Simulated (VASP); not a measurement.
# AgBr (I4/mmm) in VASP: a series of runs

AgBr is run at these levels: PBEsol; tasks: electric field gradients.

Everything below comes from runs of VASP 6.6.1. Logs are shortened: lines on timing, memory, paths and dates and some standing lists are left out, and cuts for length are marked.

**1. The cell of the first run**

Symmetry: I4/mmm, No. 139, tetragonal system. The conventional cell has a = 4.081 Å, b = 4.081 Å, c = 5.830 Å, α = 90.00°, β = 90.00°, γ = 90.00°. Within 3.8 Å of Ag (site symmetry 4/mmm) lie 6 Br at 2.89 to 2.91 Å. Within 3.8 Å of Br (site symmetry 4/mmm) lie 6 Ag at 2.89 to 2.91 Å.

**2. Electric field gradients, PBEsol (zz strain of +1 %)**

Contents of INCAR:

```
PREC = Accurate
ENCUT = 400
EDIFF = 1E-8
ISMEAR = -1
SIGMA = 0.02
LREAL = False
LASPH = True
NELM = 120
ALGO = Normal
ISIF = 2
LWAVE = False
LCHARG = False
GGA = PS
LEFG = True
NBANDS = 16
GGA_COMPAT = False
```

Contents of KPOINTS:

```
Automatic mesh
0
Gamma
  7 7 7
```

Contents of POSCAR:

```
AgBr
1.0
    0.0000000000      2.8860500000      2.9149105000
    2.8860500000      0.0000000000      2.9149105000
    2.8860500000      2.8860500000      0.0000000000
Ag Br
1 1
Direct
    0.5000000000      0.5000000000      0.5000000000
    0.0000000000      0.0000000000      0.0000000000
```

Potentials or basis: VASP PAW PBE potentials, release 64 (Ag, Br).

On the command line:

```console
> cat potpaw_PBE.64/Ag/POTCAR potpaw_PBE.64/Br/POTCAR > POTCAR
> mpirun -np 1 vasp_std > vasp.out
```

OUTCAR:

```text
PREC = Accurate
   ENCUT = 400
   EDIFF = 1E-8
   ISMEAR = -1
   LREAL = False
   LASPH = True
   NELM = 120
   ISIF = 2
   GGA = PS

 ion  position               nearest neighbor table
   1  0.500  0.500  0.500-   2 2.89   2 2.89   2 2.89   2 2.89   2 2.91   2 2.91
   2  0.000  0.000  0.000-   1 2.89   1 2.89   1 2.89   1 2.89   1 2.91   1 2.91

  LATTYP: Found a body centered tetragonal cell.
 ALAT       =     4.0814910517
 C/A-ratio  =     1.4283556980

  Lattice vectors:

 A1 = (  -2.8860500000,   0.0000000000,   2.9149105000)
 A2 = (   2.8860500000,   0.0000000000,   2.9149105000)
 A3 = (   0.0000000000,   2.8860500000,  -2.9149105000)

Analysis of symmetry for initial positions (statically):
=====================================================================
 Subroutine PRICEL returns:
 Original cell was already a primitive cell.

 Routine SETGRP: Setting up the symmetry group for a
 body centered tetragonal supercell.

 Subroutine GETGRP returns: Found 16 space group operations
 (whereof 16 operations were pure point group operations)
 out of a pool of 16 trial point group operations.

The static configuration has the point symmetry D_4h.

Analysis of symmetry for dynamics (positions and initial velocities):
=====================================================================
 Subroutine PRICEL returns:
 Original cell was already a primitive cell.

 Routine SETGRP: Setting up the symmetry group for a
 body centered tetragonal supercell.

 Subroutine GETGRP returns: Found 16 space group operations
 (whereof 16 operations were pure point group operations)
 out of a pool of 16 trial point group operations.

The dynamic configuration has the point symmetry D_4h.

 Subroutine INISYM returns: Found 16 space group operations
 (whereof 16 operations are pure point group operations),
 and found     1 'primitive' translations

----------------------------------------------------------------------------------------

                                     Primitive cell

  volume of cell :      48.5582

  direct lattice vectors                    reciprocal lattice vectors
     0.000000000  2.886050000  2.914910500    -0.173247172  0.173247172  0.171531853
     2.886050000  0.000000000  2.914910500     0.173247172 -0.173247172  0.171531853
     2.886050000  2.886050000  0.000000000     0.173247172  0.173247172 -0.171531853

  length of vectors
     4.101949271  4.101949271  4.081491052     0.299085843  0.299085843  0.299085843

  position of ions in fractional coordinates (direct lattice)
     0.500000000  0.500000000  0.500000000
     0.000000000  0.000000000  0.000000000

  ion indices of the primitive-cell ions
   primitive index   ion index
                 1           1
                 2           2

----------------------------------------------------------------------------------------

 KPOINTS: Automatic mesh

Automatic generation of k-mesh.
 Grid dimensions read from file:
 generate k-points for:    7    7    7

 Generating k-lattice:

  Cartesian coordinates                     Fractional coordinates (reciprocal lattice)
    -0.024749596  0.024749596  0.024504550     0.142857143 -0.000000000  0.000000000
     0.024749596 -0.024749596  0.024504550    -0.000000000  0.142857143  0.000000000
     0.024749596  0.024749596 -0.024504550     0.000000000  0.000000000  0.142857143

  Length of vectors
     0.042726549  0.042726549  0.042726549

  Shift w.r.t. Gamma in fractional coordinates (k-lattice)
     0.000000000  0.000000000  0.000000000

 Subroutine IBZKPT returns following result:
 ===========================================

 Found     40 irreducible k-points:

 Following reciprocal coordinates:
            Coordinates               Weight
  0.000000  0.000000  0.000000      1.000000
  0.142857 -0.000000  0.000000      8.000000
  0.285714 -0.000000  0.000000      8.000000
  0.428571 -0.000000  0.000000      8.000000
  0.142857  0.142857  0.000000      2.000000
  0.285714  0.142857  0.000000      8.000000
[... 16 lines left out ...]
  0.428571  0.285714  0.142857      8.000000
 -0.428571  0.285714  0.142857     16.000000
 [... further k-points ...]
   k-points           NKPTS =     40   k-points in BZ     NKDIM =     40   number of bands    NBANDS=     16
   number of dos      NEDOS =    301   number of ions     NIONS =      2
   total plane-waves  NPLWV =  21952
   dimension x,y,z NGX =    28 NGY =   28 NGZ =   28
   dimension x,y,z NGXF=    56 NGYF=   56 NGZF=   56
   ions per type =               1   1
   NGX,Y,Z   is equivalent  to a cutoff of  11.35, 11.35, 11.40 a.u.
   NGXF,Y,Z  is equivalent  to a cutoff of  22.70, 22.70, 22.81 a.u.
 SYSTEM =  unknown system
   PREC   = accura    normal or accurate (medium, high low for compatibility)
   ISTART =      0    job   : 0-new  1-cont  2-samecut
   ICHARG =      2    charge: 1-file 2-atom 10-const
   ISPIN  =      1    spin polarized calculation?
   LNONCOLLINEAR =      F non collinear calculations
   LSORBIT =      F    spin-orbit coupling
   LASPH  =      T    aspherical Exc in radial PAW
   ENCUT  =  400.0 eV  29.40 Ry    5.42 a.u.   6.69  6.69  6.66*2*pi/ulx,y,z
   NELM   =    120;   NELMIN=  2; NELMDL= -5     # of ELM steps
   EDIFF  = 0.1E-07   stopping-criterion for ELM
   LREAL  =      F    real-space projection
   EDIFFG = 0.1E-06   stopping-criterion for IOM
   NSW    =      0    number of steps for IOM
   IBRION =     -1    ionic relax: 0-MD 1-quasi-New 2-CG
   NFREE  =      0    steps in history (QN), initial steepest desc. (CG)
   ISIF   =      2    stress and relaxation
   ISYM   =      2    0-nonsym 1-usesym 2-fastsym
   POTIM  = 0.5000    time-step for ionic-motion
   TEBEG  =    0.0;   TEEND  =   0.0 temperature during run
   PSTRESS=    0.0 pullay stress
   NELECT =      18.0000    total number of electrons
   NUPDOWN=      -1.0000    fix difference up-down
   EMIN   =  10.00;   EMAX   =-10.00  energy-range for DOS
   EFERMI =   0.00;   METHOD = LEGACY
   ISMEAR =    -1;   SIGMA  =   0.02  broadening in eV -4-tet -1-fermi 0-gaus
   EFERMI_NEDOS =   21; number of points for ismear=-14 and -15
   IALGO  =     38    algorithm
   IMIX   =      4    mixing-type and parameters
     AMIX     =   0.40;   BMIX     =  1.00
     AMIX_MAG =   1.60;   BMIX_MAG =  1.00
  volume/ion in A,a.u.               =      24.28       163.84
  Fermi-wavevector in a.u.,A,eV,Ry     =   1.176011  2.222338 18.816881  1.383002
  Thomas-Fermi vector in A             =   2.312382
   LORBIT       =      0    0 simple, 1 ext, 2 COOP (PROOUT), +10 PAW based schemes
   GGA     = PS    functional components
   LHFCALC =     F    Hartree Fock is set to
   AEXX    =    0.0000 exact exchange contribution
   IVDW    =     0    specifies the selected vdW correction
   LEPSILON=     F    determine dielectric tensor
   LRPA    =     F    only Hartree local field effects (RPA)
 non-spin polarized calculation
  energy-cutoff  :      400.00
  volume of cell :       48.56
 maximum number of plane-waves:       901
   NGX = 13   NGY = 13   NGZ = 13

 number of electron      17.9999992 magnetization

 Free energy of the ion-electron system (eV)
  ---------------------------------------------------
  ext. energy  EPLUGINS =         0.00000000
  ---------------------------------------------------
  free energy    TOTEN  =        -5.67105866 eV

  energy without entropy =       -5.67105865  energy(sigma->0) =       -5.67105866

 E-fermi :   3.4394     XC(G=0):  -9.9530

 val. band max:        3.1364991911   @ k =   0.4286  -0.0000   0.0000
 cond. band min:       3.6890250944   @ k =   0.0000   0.0000   0.0000
 fundamental gap:      0.5525259033
 Fermi energy:         3.4393746760

 k-point     1 :       0.0000    0.0000    0.0000
  band No.  band energies     occupation
      1     -11.7654      2.00000
      2       0.4533      2.00000
      3       0.4638      2.00000
      4       0.4701      2.00000
      5       0.4757      2.00000
      6       0.4757      2.00000
[... 8 lines left out ...]
     15      14.5730      0.00000
     16      14.7986      0.00000

 k-point     2 :       0.1429   -0.0000    0.0000
  band No.  band energies     occupation
      1     -11.6917      2.00000
      2      -0.0069      2.00000
      3      -0.0007      2.00000
      4       0.0248      2.00000
      5       0.5164      2.00000
      6       0.5265      2.00000
[... 8 lines left out ...]
     15      13.9827      0.00000
     16      14.2399      0.00000

 k-point     3 :       0.2857   -0.0000    0.0000
  band No.  band energies     occupation
      1     -11.5173      2.00000
      2      -1.1301      2.00000
      3      -0.5413      2.00000
      4      -0.5127      2.00000
      5       0.6426      2.00000
      6       0.6466      2.00000
[... 8 lines left out ...]
     15      14.6816      0.00000
     16      14.7014      0.00000

 k-point     4 :       0.4286   -0.0000    0.0000
  band No.  band energies     occupation
      1     -11.3674      2.00000
      2      -1.8525      2.00000
      3      -0.8388      2.00000
      4      -0.8073      2.00000
      5       0.7464      2.00000
      6       0.7481      2.00000
[... 8 lines left out ...]
     15      15.9291      0.00000
     16      15.9905      0.00000

 k-point     5 :       0.1429    0.1429    0.0000
  band No.  band energies     occupation
      1     -11.6728      2.00000
      2      -0.4753      2.00000
      3       0.3428      2.00000
      4       0.3428      2.00000
      5       0.4044      2.00000
      6       0.4913      2.00000
[... 8 lines left out ...]
     15      16.0990      0.00000
     16      16.1663      0.00000

 k-point     6 :       0.2857    0.1429    0.0000
  band No.  band energies     occupation
      1     -11.5406      2.00000
      2      -1.0291      2.00000
      3      -0.2118      2.00000
      4      -0.1419      2.00000
      5       0.4996      2.00000
      6       0.6558      2.00000
[... 8 lines left out ...]
     15      15.8294      0.00000
     16      15.8478      0.00000
[... 267 lines left out ...]
 k-point    21 :      -0.2857    0.0000    0.1429
  band No.  band energies     occupation
      1     -11.4279      2.00000
      2      -1.4334      2.00000
      3      -0.7426      2.00000
      4      -0.4526      2.00000
      5       0.6568      2.00000
      6       0.7189      2.00000
[... 8 lines left out ...]
     15      15.5932      0.00000
     16      16.6039      0.00000

 k-point    22 :      -0.1429    0.0000    0.1429
  band No.  band energies     occupation
      1     -11.5883      2.00000
      2      -0.7601      2.00000
      3      -0.4347      2.00000
      4       0.0385      2.00000
      5       0.5504      2.00000
      6       0.6285      2.00000
[... 8 lines left out ...]
     15      15.2598      0.00000
     16      15.5270      0.00000

 k-point    23 :       0.4286    0.2857    0.1429
  band No.  band energies     occupation
      1     -11.4242      2.00000
      2      -1.3043      2.00000
      3      -0.5721      2.00000
      4      -0.2040      2.00000
      5       0.6032      2.00000
      6       0.7299      2.00000
[... 8 lines left out ...]
     15      17.0076      0.00000
     16      17.4284      0.00000

 k-point    24 :      -0.4286    0.2857    0.1429
  band No.  band energies     occupation
      1     -11.3245      2.00000
      2      -1.4045      2.00000
      3      -0.7693      2.00000
      4      -0.6052      2.00000
      5       0.6909      2.00000
      6       0.7769      2.00000
[... 8 lines left out ...]
     15      15.9896      0.00000
     16      17.4132      0.00000

 [... further k-points ...]

------------------------ aborting loop because EDIFF is reached ----------------------------------------

  FORCE on cell =-STRESS in cart. coord.  units (eV):
  Direction    XX          YY          ZZ          XY          YZ          ZX
  --------------------------------------------------------------------------------------
  -------------------------------------------------------------------------------------
  Total       -0.8646094     -0.8646094     -0.9185024      0.0000000     -0.0000000      0.0000000
  in kB      -28.5277560    -28.5277560    -30.3059541      0.0000000     -0.0000000      0.0000000
  external PRESSURE =     -29.1204887 kB  Pullay stress =       0.0000000 kB

 VOLUME and BASIS-vectors are now :
 -----------------------------------------------------------------------------
  energy-cutoff  :      400.00
  volume of cell :       48.56
      direct lattice vectors                 reciprocal lattice vectors
     0.000000000  2.886050000  2.914910500    -0.173247172  0.173247172  0.171531853
     2.886050000  0.000000000  2.914910500     0.173247172 -0.173247172  0.171531853
     2.886050000  2.886050000  0.000000000     0.173247172  0.173247172 -0.171531853

 POSITION                                       TOTAL-FORCE (eV/Angst)
 -----------------------------------------------------------------------------------
      2.88605      2.88605      2.91491         0.000000      0.000000     -0.000000
      0.00000      0.00000      0.00000         0.000000      0.000000      0.000000
 -----------------------------------------------------------------------------------
    total drift:                                0.000000      0.000000      0.000000

  FREE ENERGIE OF THE ION-ELECTRON SYSTEM (eV)
  ---------------------------------------------------
  free  energy   TOTEN  =        -5.6710586627 eV

  energy  without entropy=       -5.6710586494  energy(sigma->0) =       -5.67105866

 Electric field gradients (V/A^2)
---------------------------------------------------------------------
 ion       V_xx      V_yy      V_zz      V_xy      V_xz      V_yz
---------------------------------------------------------------------
   1      -2.666    -2.666     5.332    -0.001    -0.001    -0.001
   2       4.993     4.993    -9.986     0.001     0.000     0.000
---------------------------------------------------------------------

 Electric field gradients after diagonalization (V/A^2)
 (convention: |V_zz| > |V_xx| > |V_yy|)
----------------------------------------------------------------------
 ion       V_xx      V_yy      V_zz     asymmetry (V_yy - V_xx)/ V_zz
----------------------------------------------------------------------
   1      -2.667    -2.665     5.332       0.000
   2       4.994     4.993    -9.986       0.000
----------------------------------------------------------------------

           NMR quadrupolar parameters

 Cq : quadrupolar parameter    Cq=e*Q*V_zz/h
 eta: asymmetry parameters     (V_yy - V_xx)/ V_zz
 Q  : nuclear electric quadrupole moment in mb (millibarn)
----------------------------------------------------------------------
 ion       Cq(MHz)       eta       Q (mb)
----------------------------------------------------------------------
   1       0.013       0.000       1.000
   2      -0.024       0.000       1.000
----------------------------------------------------------------------
```

It took 41 s on 1 thread of Intel Xeon 8259CL, shared host; peak memory 0.16 GiB.

Results:

| Property | Result |
| --- | --- |
| Free energy | -5.6711 eV |
| Pressure | -2.9 GPa |
| Band gap on the k mesh | 0.55 eV (least direct gap 2.34 eV) |
| Largest electric field gradient by atom | Ag +5.3; Br -10.0 V/Å² |

Levels at points of the mesh, in eV from the valence-band top:
```
           k point  band 7  band 8  band 9  band 10  band 11  band 12
(0.00, 0.00, 0.00)   -1.82   -1.82   -1.79     0.55     9.84     9.87
```

Electric field gradients, principal values (V/Å²):
```tsv
atom	least	middle	greatest (by size)
1 Ag	-2.665	-2.667	5.332
2 Br	4.993	4.994	-9.986
```

Caveat: the cell differs from its parent crystal (zz strain of +1 %); semilocal functionals underestimate gaps, and a narrow one can read as zero; without QUAD_EFG the Cq values of the log hold for a quadrupole moment of 1 mb, not for the nuclei; the PAW data sets were made with another functional, which shifts forces and pressure a little. A k mesh can miss the band edges.

(Part 1 of 3 ends here.)
